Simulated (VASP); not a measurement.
# Bi2Te2O3 (P-62m) in VASP: single point with PBE

Aim: the single point of Bi2Te2O3 with PBE.

All numbers are computed with VASP 6.6.1; they aren't measurements. Logs are shortened: lines on timing, memory, paths and dates and some standing lists are left out, and cuts for length are marked.

## 1. The cell of the first run

The structure is hexagonal, space group P-62m (No. 189). Conventional cell: a = 6.310 Å, b = 6.310 Å, c = 6.580 Å, α = 90.00°, β = 90.00°, γ = 120.00°. Bi (site symmetry -6) has 3 O at 2.12 Å within 2.8 Å. Within 4.3 Å of Te (site symmetry -6) lie 2 Bi at 3.29 Å and 3 Te at 3.64 Å and 6 O at 3.91 Å. Within 2.8 Å of O (site symmetry m2m) lie 2 Bi at 2.12 Å.

The cell was generated, and may not be a known phase.

## 2. Single point, PBE

The input, INCAR:

```
ALGO = Normal
EDIFF = 1E-6
ENCUT = 520
GGA = PE
ISIF = 2
ISMEAR = 0
LASPH = True
LCHARG = False
LREAL = False
LWAVE = False
NBANDS = 39
NELM = 100
PREC = Accurate
SIGMA = 0.15
```

The input, KPOINTS:

```
k-points
0
Gamma
  3 3 2
```

The input, POSCAR:

```
Bi2Te2O3
1.0
    6.3100901577     -0.0000000034      0.0000000000
   -3.1550450759      5.4646983785      0.0000000000
    0.0000000000      0.0000000000      6.5798236237
Bi Te O
2 2 3
Direct
    0.3333333333      0.6666666667      0.5000000000
    0.6666666667      0.3333333333      0.5000000000
    0.3333333333      0.6666666667      0.0000000000
    0.6666666667      0.3333333333      0.0000000000
    0.3292758911      0.0000000000      0.5000000000
    0.0000000000      0.3292758911      0.5000000000
    0.6707241089      0.6707241089      0.5000000000
```

Potentials or basis: VASP PAW PBE potentials, release 64 (Bi_d, Te, O).

Run with:

```console
cat potpaw_PBE.64/Bi_d/POTCAR potpaw_PBE.64/Te/POTCAR potpaw_PBE.64/O/POTCAR > POTCAR
mpirun -np 1 vasp_std > vasp.out
```

OUTCAR:

```text
EDIFF = 1E-6
   ENCUT = 520
   GGA = PE
   ISIF = 2
   ISMEAR = 0
   LASPH = True
   LREAL = False
   NELM = 100
   PREC = Accurate

 ion  position               nearest neighbor table
   1  0.333  0.667  0.500-   5 2.12   6 2.12   7 2.12   3 3.29   3 3.29   2 3.64   2 3.64   2 3.64

   2  0.667  0.333  0.500-   6 2.12   5 2.12   7 2.12   4 3.29   4 3.29   1 3.64   1 3.64   1 3.64

   3  0.333  0.667  0.000-   1 3.29   1 3.29   4 3.64   4 3.64   4 3.64
   4  0.667  0.333  0.000-   2 3.29   2 3.29   3 3.64   3 3.64   3 3.64
   5  0.329  0.000  0.500-   1 2.12   2 2.12
   6  0.000  0.329  0.500-   2 2.12   1 2.12
   7  0.671  0.671  0.500-   1 2.12   2 2.12

  LATTYP: Found a hexagonal cell.
 ALAT       =     6.3100901577
 C/A-ratio  =     1.0427463728

  Lattice vectors:

 A1 = (   6.3100901577,  -0.0000000034,   0.0000000000)
 A2 = (  -3.1550450759,   5.4646983785,   0.0000000000)
 A3 = (   0.0000000000,   0.0000000000,   6.5798236237)

Analysis of symmetry for initial positions (statically):
=====================================================================
 Subroutine PRICEL returns:
 Original cell was already a primitive cell.

 Routine SETGRP: Setting up the symmetry group for a
 hexagonal supercell.

 Subroutine GETGRP returns: Found 12 space group operations
 (whereof 12 operations were pure point group operations)
 out of a pool of 24 trial point group operations.

The static configuration has the point symmetry D_3h.

Analysis of symmetry for dynamics (positions and initial velocities):
=====================================================================
 Subroutine PRICEL returns:
 Original cell was already a primitive cell.

 Routine SETGRP: Setting up the symmetry group for a
 hexagonal supercell.

 Subroutine GETGRP returns: Found 12 space group operations
 (whereof 12 operations were pure point group operations)
 out of a pool of 24 trial point group operations.

The dynamic configuration has the point symmetry D_3h.

 Subroutine INISYM returns: Found 12 space group operations
 (whereof 12 operations are pure point group operations),
 and found     1 'primitive' translations

----------------------------------------------------------------------------------------

                                     Primitive cell

  volume of cell :     226.8903

  direct lattice vectors                    reciprocal lattice vectors
     6.310090158 -0.000000003  0.000000000     0.158476341  0.091496358  0.000000000
    -3.155045076  5.464698378  0.000000000     0.000000000  0.182992716  0.000000000
     0.000000000  0.000000000  6.579823624     0.000000000  0.000000000  0.151979758

  length of vectors
     6.310090158  6.310090158  6.579823624     0.182992716  0.182992716  0.151979758

  position of ions in fractional coordinates (direct lattice)
     0.333333333  0.666666667  0.500000000
     0.666666667  0.333333333  0.500000000
     0.333333333  0.666666667  0.000000000
     0.666666667  0.333333333  0.000000000
     0.329275891  0.000000000  0.500000000
     0.000000000  0.329275891  0.500000000
     0.670724109  0.670724109  0.500000000

  ion indices of the primitive-cell ions
   primitive index   ion index
                 1           1
                 2           2
                 3           3
                 4           4
                 5           5
                 6           6
                 7           7

----------------------------------------------------------------------------------------

 KPOINTS: k-points

Automatic generation of k-mesh.
 Grid dimensions read from file:
 generate k-points for:    3    3    2

 Generating k-lattice:

  Cartesian coordinates                     Fractional coordinates (reciprocal lattice)
     0.052825447  0.030498786  0.000000000     0.333333333  0.000000000  0.000000000
     0.000000000  0.060997572  0.000000000     0.000000000  0.333333333  0.000000000
     0.000000000  0.000000000  0.075989879     0.000000000  0.000000000  0.500000000

  Length of vectors
     0.060997572  0.060997572  0.075989879

  Shift w.r.t. Gamma in fractional coordinates (k-lattice)
     0.000000000  0.000000000  0.000000000

 Subroutine IBZKPT returns following result:
 ===========================================

 Found      6 irreducible k-points:

 Following reciprocal coordinates:
            Coordinates               Weight
  0.000000  0.000000  0.000000      1.000000
  0.333333 -0.000000  0.000000      6.000000
  0.333333  0.333333  0.000000      2.000000
  0.000000  0.000000  0.500000      1.000000
  0.333333 -0.000000  0.500000      6.000000
  0.333333  0.333333  0.500000      2.000000
   k-points           NKPTS =      6   k-points in BZ     NKDIM =      6   number of bands    NBANDS=     39
   number of dos      NEDOS =    301   number of ions     NIONS =      7
   total plane-waves  NPLWV = 115200
   dimension x,y,z NGX =    48 NGY =   48 NGZ =   50
   dimension x,y,z NGXF=    96 NGYF=   96 NGZF=  100
   ions per type =               2   2   3
   NGX,Y,Z   is equivalent  to a cutoff of  12.65, 12.65, 12.63 a.u.
   NGXF,Y,Z  is equivalent  to a cutoff of  25.29, 25.29, 25.27 a.u.
 SYSTEM =  unknown system
   PREC   = accura    normal or accurate (medium, high low for compatibility)
   ISTART =      0    job   : 0-new  1-cont  2-samecut
   ICHARG =      2    charge: 1-file 2-atom 10-const
   ISPIN  =      1    spin polarized calculation?
   LNONCOLLINEAR =      F non collinear calculations
   LSORBIT =      F    spin-orbit coupling
   LASPH  =      T    aspherical Exc in radial PAW
   ENCUT  =  520.0 eV  38.22 Ry    6.18 a.u.  11.73 11.73 12.23*2*pi/ulx,y,z
   NELM   =    100;   NELMIN=  2; NELMDL= -5     # of ELM steps
   EDIFF  = 0.1E-05   stopping-criterion for ELM
   LREAL  =      F    real-space projection
   EDIFFG = 0.1E-04   stopping-criterion for IOM
   NSW    =      0    number of steps for IOM
   IBRION =     -1    ionic relax: 0-MD 1-quasi-New 2-CG
   NFREE  =      0    steps in history (QN), initial steepest desc. (CG)
   ISIF   =      2    stress and relaxation
   ISYM   =      2    0-nonsym 1-usesym 2-fastsym
   POTIM  = 0.5000    time-step for ionic-motion
   TEBEG  =    0.0;   TEEND  =   0.0 temperature during run
   PSTRESS=    0.0 pullay stress
   NELECT =      60.0000    total number of electrons
   NUPDOWN=      -1.0000    fix difference up-down
   EMIN   =  10.00;   EMAX   =-10.00  energy-range for DOS
   EFERMI =   0.00;   METHOD = LEGACY
   ISMEAR =     0;   SIGMA  =   0.15  broadening in eV -4-tet -1-fermi 0-gaus
   EFERMI_NEDOS =   21; number of points for ismear=-14 and -15
   IALGO  =     38    algorithm
   IMIX   =      4    mixing-type and parameters
     AMIX     =   0.40;   BMIX     =  1.00
     AMIX_MAG =   1.60;   BMIX_MAG =  1.00
  volume/ion in A,a.u.               =      32.41       218.73
  Fermi-wavevector in a.u.,A,eV,Ry     =   1.050800  1.985723 15.023279  1.104180
  Thomas-Fermi vector in A             =   2.185817
   LORBIT       =      0    0 simple, 1 ext, 2 COOP (PROOUT), +10 PAW based schemes
   GGA     = PE    functional components
   LHFCALC =     F    Hartree Fock is set to
   AEXX    =    0.0000 exact exchange contribution
   IVDW    =     0    specifies the selected vdW correction
   LEPSILON=     F    determine dielectric tensor
   LRPA    =     F    only Hartree local field effects (RPA)
 non-spin polarized calculation
 Gauss-broadening in eV      SIGMA  =   0.15
  energy-cutoff  :      520.00
  volume of cell :      226.89
 maximum number of plane-waves:      6132
 NGX is ok and might be reduce to    48
   NGX = 23   NGY = 23   NGZ = 25

 number of electron      60.0000014 magnetization

 Free energy of the ion-electron system (eV)
  ---------------------------------------------------
  ext. energy  EPLUGINS =         0.00000000
  ---------------------------------------------------
  free energy    TOTEN  =       -30.21375572 eV

  energy without entropy =      -30.12647706  energy(sigma->0) =      -30.17011639

 E-fermi :   1.9528     XC(G=0):  -7.6484

 val. band max:        1.9137228341   @ k =   0.3333  -0.0000   0.5000
 cond. band min:       2.0467094355   @ k =   0.0000   0.0000   0.0000
 fundamental gap:      0.1329866014
 Fermi energy:         1.9527995850

 k-point     1 :       0.0000    0.0000    0.0000
  band No.  band energies     occupation
      1     -21.1180      2.00000
      2     -21.0060      2.00000
      3     -21.0060      2.00000
      4     -20.9293      2.00000
      5     -20.8578      2.00000
      6     -20.8578      2.00000
[... 31 lines left out ...]
     38       7.4342      0.00000
     39       7.4342      0.00000

 k-point     2 :       0.3333   -0.0000    0.0000
  band No.  band energies     occupation
      1     -21.1033      2.00000
      2     -21.0534      2.00000
      3     -21.0241      2.00000
      4     -20.8896      2.00000
      5     -20.8594      2.00000
      6     -20.8539      2.00000
[... 31 lines left out ...]
     38       7.6871      0.00000
     39       8.1471      0.00000

 k-point     3 :       0.3333    0.3333    0.0000
  band No.  band energies     occupation
      1     -21.0802      2.00000
      2     -21.0802      2.00000
      3     -21.0421      2.00000
      4     -20.8608      2.00000
      5     -20.8461      2.00000
      6     -20.8461      2.00000
[... 31 lines left out ...]
     38       7.3898      0.00000
     39       7.4023      0.00000

 k-point     4 :       0.0000    0.0000    0.5000
  band No.  band energies     occupation
      1     -21.1178      2.00000
      2     -21.0060      2.00000
      3     -21.0060      2.00000
      4     -20.9290      2.00000
      5     -20.8579      2.00000
      6     -20.8579      2.00000
[... 31 lines left out ...]
     38       6.9456      0.00000
     39       7.4420      0.00000

 k-point     5 :       0.3333   -0.0000    0.5000
  band No.  band energies     occupation
      1     -21.1031      2.00000
      2     -21.0533      2.00000
      3     -21.0241      2.00000
      4     -20.8895      2.00000
      5     -20.8594      2.00000
      6     -20.8540      2.00000
[... 31 lines left out ...]
     38       8.0596      0.00000
     39       8.0822      0.00000

 k-point     6 :       0.3333    0.3333    0.5000
  band No.  band energies     occupation
      1     -21.0801      2.00000
      2     -21.0801      2.00000
      3     -21.0421      2.00000
      4     -20.8609      2.00000
      5     -20.8462      2.00000
      6     -20.8462      2.00000
[... 31 lines left out ...]
     38       7.3310      0.00000
     39       8.9253      0.00000

------------------------ aborting loop because EDIFF is reached ----------------------------------------

  FORCE on cell =-STRESS in cart. coord.  units (eV):
  Direction    XX          YY          ZZ          XY          YZ          ZX
  --------------------------------------------------------------------------------------
  -------------------------------------------------------------------------------------
  Total        0.7420458      0.7420458     -0.2947697      0.0000000      0.0000000     -0.0000000
  in kB        5.2399278      5.2399278     -2.0815048      0.0000000      0.0000000     -0.0000000
  external PRESSURE =       2.7994503 kB  Pullay stress =       0.0000000 kB

 VOLUME and BASIS-vectors are now :
 -----------------------------------------------------------------------------
  energy-cutoff  :      520.00
  volume of cell :      226.89
      direct lattice vectors                 reciprocal lattice vectors
     6.310090158 -0.000000003  0.000000000     0.158476341  0.091496358  0.000000000
    -3.155045076  5.464698378  0.000000000     0.000000000  0.182992716  0.000000000
     0.000000000  0.000000000  6.579823624     0.000000000  0.000000000  0.151979758

 POSITION                                       TOTAL-FORCE (eV/Angst)
 -----------------------------------------------------------------------------------
      0.00000      3.64313      3.28991        -0.000000      0.000000     -0.000000
      3.15505      1.82157      3.28991        -0.000000      0.000000     -0.000000
      0.00000      3.64313      0.00000        -0.000000      0.000000     -0.000000
      3.15505      1.82157      0.00000        -0.000000     -0.000000     -0.000000
      2.07776     -0.00000      3.28991        -0.040500      0.000000      0.000000
     -1.03888      1.79939      3.28991         0.020250     -0.035074     -0.000000
      2.11616      3.66530      3.28991         0.020250      0.035074      0.000000
 -----------------------------------------------------------------------------------
    total drift:                                0.000001      0.000002      0.000001

  FREE ENERGIE OF THE ION-ELECTRON SYSTEM (eV)
  ---------------------------------------------------
  free  energy   TOTEN  =       -30.2137557191 eV

  energy  without entropy=      -30.1264770566  energy(sigma->0) =      -30.17011639
```

It took 2 min on 1 thread of Intel Xeon Platinum 8259CL at 2.50GHz (Skylake/Cascade Lake), shared host; peak memory 0.35 GiB.

Results:

```
Free energy            : -30.2138 eV
Pressure               : 0.3 GPa
Largest force          : 0.041 eV/Å
Band gap on the k mesh : zero (bands 30 and 31 overlap by 0.69 eV)
```

Forces on the atoms (eV/Å):
```
Bi   0.000  0.000  0.000
Bi   0.000  0.000  0.000
Te   0.000  0.000  0.000
Te   0.000  0.000  0.000
O   -0.041  0.000  0.000
O    0.020 -0.035  0.000
O    0.020  0.035  0.000
```

Caveat: the k points lie up to 0.48 Å⁻¹ apart, too coarse for converged energies and pressures of a metal; spin-orbit coupling is left out, which moves the levels of the heavy elements.

The gap in the log of VASP goes by the Fermi energy; the results here count the filled bands.